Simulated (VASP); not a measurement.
A run of VASP 6.6.1:

File INCAR:

```
SYSTEM = In7O
PREC = Accurate ; ENCUT = 600
EDIFF = 1E-7 ; ISMEAR = 0
SIGMA = 0.2 ; LREAL = .False.
LASPH = .True. ; NELM = 120
ALGO = Normal ; ISIF = 3
LWAVE = .False. ; LCHARG = .False.
GGA = PE ; IBRION = 2
NSW = 36 ; EDIFFG = -0.08
GGA_COMPAT = .False. ; NELMIN = 4
```

File KPOINTS:

```
Automatic mesh
0
Gamma
  3 3 3
  0 0 0
```

POSCAR

```
In7O
1.0
    0.0000000000      4.7976809900      4.7976809900
    4.7976809900      0.0000000000      4.7976809900
    4.7976809900      4.7976809900      0.0000000000
In O
7 1
Direct
    0.2348780300      0.7651219700      0.7651219700
    0.7651219700      0.2348780300      0.2348780300
    0.7651219700      0.2348780300      0.7651219700
    0.2348780300      0.7651219700      0.2348780300
    0.7651219700      0.7651219700      0.2348780300
    0.2348780300      0.2348780300      0.7651219700
    0.2500000000      0.2500000000      0.2500000000
    0.0000000000      0.0000000000      0.0000000000
```

Potentials or basis: VASP PAW PBE potentials, release 64 (In_d, O).

Launch:

```sh
$ cat potpaw_PBE.64/In_d/POTCAR potpaw_PBE.64/O/POTCAR > POTCAR
$ mpirun -np 1 vasp_std > vasp.out
```

Hardware: 1 thread of AMD EPYC 7R13 Processor (Zen 3), on a shared host.

**Question.** How long does it take, and how much memory?

**Answer.** Run time: 12 min on 1 thread of AMD EPYC 7R13 Processor (Zen 3) (shared host), peak memory 0.41 GiB. Counts: scf iterations 125, k points 4, ion steps 8.
